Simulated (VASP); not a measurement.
# Si (P6_3/mmc) in VASP: a series of runs

Runs on Si. Level: LDA. Tasks: single point.

All numbers are computed with VASP 6.6.1; they aren't measurements. Logs are shortened: lines on timing, memory, paths and dates and some standing lists are left out, and cuts for length are marked.

**1. The cell of the first run**

Symmetry: P6_3/mmc, No. 194, hexagonal system. Conventional cell: a = 3.802 Å, b = 3.802 Å, c = 6.289 Å, α = 90.00°, β = 90.00°, γ = 120.00°. Si (site symmetry 3m) has 4 Si at 2.26 to 2.59 Å within 3.0 Å.

This isn't the form of Si at room conditions, which is diamond.

**2. Single point, LDA**

INCAR reads:

```
SYSTEM = Si
PREC = Accurate
ENCUT = 520
EDIFF = 1E-7
ISMEAR = 0
SIGMA = 0.03
LREAL = .FALSE.
LASPH = .TRUE.
NELM = 60
ALGO = Normal
ISIF = 2
LWAVE = .FALSE.
LCHARG = .FALSE.
NBANDS = 16
```

KPOINTS reads:

```
regular mesh
0
G
  12 12 6
  0 0 0
```

POSCAR reads:

```
Si
1.0
    3.8016851185      0.0000000000      0.0000000000
   -1.9008425593      3.2923558898      0.0000000000
    0.0000000000      0.0000000000      6.2886938331
Si
4
Direct
    0.3333333333      0.6666666667      0.0439541821
    0.6666666667      0.3333333333      0.5439541821
    0.3333333333      0.6666666667      0.4560458179
    0.6666666667      0.3333333333      0.9560458179
```

Potentials or basis: VASP PAW LDA potentials, release 64 (Si).

Launch:

```sh
> cat potpaw_LDA.64/Si/POTCAR > POTCAR
> mpirun -np 1 vasp_std > vasp.out
```

OUTCAR:

```text
SYSTEM = Si
   PREC = Accurate
   ENCUT = 520
   EDIFF = 1E-7
   ISMEAR = 0
   LREAL = .FALSE.
   LASPH = .TRUE.
   NELM = 60
   ISIF = 2

 ion  position               nearest neighbor table
   1  0.333  0.667  0.044-   4 2.26   4 2.26   4 2.26   3 2.59
   2  0.667  0.333  0.544-   3 2.26   3 2.26   3 2.26   4 2.59
   3  0.333  0.667  0.456-   2 2.26   2 2.26   2 2.26   1 2.59
   4  0.667  0.333  0.956-   1 2.26   1 2.26   1 2.26   2 2.59

  LATTYP: Found a hexagonal cell.
 ALAT       =     3.8016851185
 C/A-ratio  =     1.6541858773

  Lattice vectors:

 A1 = (   3.8016851185,   0.0000000000,   0.0000000000)
 A2 = (  -1.9008425593,   3.2923558898,   0.0000000000)
 A3 = (   0.0000000000,   0.0000000000,   6.2886938331)

Analysis of symmetry for initial positions (statically):
=====================================================================
 Subroutine PRICEL returns:
 Original cell was already a primitive cell.

 Routine SETGRP: Setting up the symmetry group for a
 hexagonal supercell.

 Subroutine GETGRP returns: Found 24 space group operations
 (whereof 12 operations were pure point group operations)
 out of a pool of 24 trial point group operations.

The static configuration has the point symmetry D_3d.
 The point group associated with its full space group is D_6h.

Analysis of symmetry for dynamics (positions and initial velocities):
=====================================================================
 Subroutine PRICEL returns:
 Original cell was already a primitive cell.

 Routine SETGRP: Setting up the symmetry group for a
 hexagonal supercell.

 Subroutine GETGRP returns: Found 24 space group operations
 (whereof 12 operations were pure point group operations)
 out of a pool of 24 trial point group operations.

The dynamic configuration has the point symmetry D_3d.
 The point group associated with its full space group is D_6h.

 Subroutine INISYM returns: Found 24 space group operations
 (whereof 12 operations are pure point group operations),
 and found     1 'primitive' translations

----------------------------------------------------------------------------------------

                                     Primitive cell

  volume of cell :      78.7124

  direct lattice vectors                    reciprocal lattice vectors
     3.801685119  0.000000000  0.000000000     0.263041249  0.151866936  0.000000000
    -1.900842559  3.292355890  0.000000000     0.000000000  0.303733871  0.000000000
     0.000000000  0.000000000  6.288693833     0.000000000  0.000000000  0.159015533
[... 92 lines left out ...]
   IBRION =     -1    ionic relax: 0-MD 1-quasi-New 2-CG
   NFREE  =      0    steps in history (QN), initial steepest desc. (CG)
   ISIF   =      2    stress and relaxation
   ISYM   =      2    0-nonsym 1-usesym 2-fastsym
   POTIM  = 0.5000    time-step for ionic-motion
   TEBEG  =    0.0;   TEEND  =   0.0 temperature during run
   PSTRESS=    0.0 pullay stress
   NELECT =      16.0000    total number of electrons
   NUPDOWN=      -1.0000    fix difference up-down
   EMIN   =  10.00;   EMAX   =-10.00  energy-range for DOS
   EFERMI =   0.00;   METHOD = LEGACY
   ISMEAR =     0;   SIGMA  =   0.03  broadening in eV -4-tet -1-fermi 0-gaus
   EFERMI_NEDOS =   21; number of points for ismear=-14 and -15
   IALGO  =     38    algorithm
   IMIX   =      4    mixing-type and parameters
     AMIX     =   0.40;   BMIX     =  1.00
     AMIX_MAG =   1.60;   BMIX_MAG =  1.00
  volume/ion in A,a.u.               =      19.68       132.79
  Fermi-wavevector in a.u.,A,eV,Ry     =   0.962573  1.818999 12.606436  0.926547
  Thomas-Fermi vector in A             =   2.092044
   LORBIT       =      0    0 simple, 1 ext, 2 COOP (PROOUT), +10 PAW based schemes
   GGA     = CA    functional components
   LHFCALC =     F    Hartree Fock is set to
   AEXX    =    0.0000 exact exchange contribution
   IVDW    =     0    specifies the selected vdW correction
   LEPSILON=     F    determine dielectric tensor
   LRPA    =     F    only Hartree local field effects (RPA)
 non-spin polarized calculation
 Gauss-broadening in eV      SIGMA  =   0.03
  energy-cutoff  :      520.00
  volume of cell :       78.71
 maximum number of plane-waves:      2138
   NGX = 15   NGY = 15   NGZ = 23

 number of electron      15.9999999 magnetization

 Free energy of the ion-electron system (eV)
  ---------------------------------------------------
  ext. energy  EPLUGINS =         0.00000000
  ---------------------------------------------------
  free energy    TOTEN  =       -23.23299358 eV

  energy without entropy =      -23.23277919  energy(sigma->0) =      -23.23288639

 E-fermi :   6.3602     XC(G=0):  -9.6675

 val. band max:        6.2802181798   @ k =   0.4167   0.0000   0.0000
 cond. band min:       6.3693695225   @ k =   0.4167   0.0000   0.1667
 fundamental gap:      0.0891513427
 Fermi energy:         6.3602346522

 k-point     1 :       0.0000    0.0000    0.0000
  band No.  band energies     occupation
      1      -6.2207      2.00000
      2      -4.2401      2.00000
      3      -0.3421      2.00000
      4       4.3483      2.00000
      5       4.3483      2.00000
      6       5.5720      2.00000
[... 433 lines left out ...]
      3      -0.6444      2.00000
      4       1.0940      2.00000
      5       1.6256      2.00000
      6       3.1533      2.00000
[... 8 lines left out ...]
     15      12.8796      0.00000
     16      13.1263      0.00000

 [... further k-points ...]

------------------------ aborting loop because EDIFF is reached ----------------------------------------

  FORCE on cell =-STRESS in cart. coord.  units (eV):
  Direction    XX          YY          ZZ          XY          YZ          ZX
  --------------------------------------------------------------------------------------
  -------------------------------------------------------------------------------------
  Total        2.9244546      2.9244546     -3.2166241     -0.0000000      0.0000000      0.0000000
  in kB       59.5267408     59.5267408    -65.4737967     -0.0000000      0.0000000      0.0000000
  external PRESSURE =      17.8598949 kB  Pullay stress =       0.0000000 kB

 VOLUME and BASIS-vectors are now :
 -----------------------------------------------------------------------------
  energy-cutoff  :      520.00
  volume of cell :       78.71
      direct lattice vectors                 reciprocal lattice vectors
     3.801685119  0.000000000  0.000000000     0.263041249  0.151866936  0.000000000
    -1.900842559  3.292355890  0.000000000     0.000000000  0.303733871  0.000000000
     0.000000000  0.000000000  6.288693833     0.000000000  0.000000000  0.159015533

 POSITION                                       TOTAL-FORCE (eV/Angst)
 -----------------------------------------------------------------------------------
     -0.00000      2.19490      0.27641        -0.000000      0.000000      1.956715
      1.90084      1.09745      3.42076         0.000000     -0.000000      1.956715
     -0.00000      2.19490      2.86793        -0.000000     -0.000000     -1.956715
      1.90084      1.09745      6.01228         0.000000      0.000000     -1.956715
 -----------------------------------------------------------------------------------
    total drift:                               -0.000000      0.000000     -0.000000

  FREE ENERGIE OF THE ION-ELECTRON SYSTEM (eV)
  ---------------------------------------------------
  free  energy   TOTEN  =       -23.2329935810 eV

  energy  without entropy=      -23.2327791938  energy(sigma->0) =      -23.23288639
```

stdout:

```text
POSCAR found type information on POSCAR Si
 POSCAR found :  1 types and       4 ions
 scaLAPACK will be used
 LDA part: xc-table for (Slater(with rela. corr.)+CA(PZ))
 , standard interpolation
 POSCAR, INCAR and KPOINTS ok, starting setup
 FFT: planning ... GRIDC
 FFT: planning ... GRID_SOFT
 FFT: planning ... GRID
 WAVECAR not read
 entering main loop
```

Run time: 72 s. Hardware: 1 thread of Intel Xeon Platinum 8259CL at 2.50GHz (Skylake/Cascade Lake), shared host; peak memory 0.19 GiB.

Results:

| Quantity | Value |
| --- | --- |
| Free energy | -23.2330 eV |
| Pressure | 1.8 GPa |
| Largest force | 1.957 eV/Å |
| Band gap on the k mesh | zero (bands 8 and 9 overlap by 0.80 eV) |

Forces on the atoms (eV/Å):
```
Si   0.000  0.000  1.957
Si   0.000  0.000  1.957
Si   0.000  0.000 -1.957
Si   0.000  0.000 -1.957
```

Stress tensor (GPa, compression positive):
```
 5.95  0.00  0.00
 0.00  5.95  0.00
 0.00  0.00 -6.55
```

Caveat: forces of over 1 eV/Å act on the atoms, so gaps and moduli don't describe the material at rest.

(Continued in part 2 of 2.)
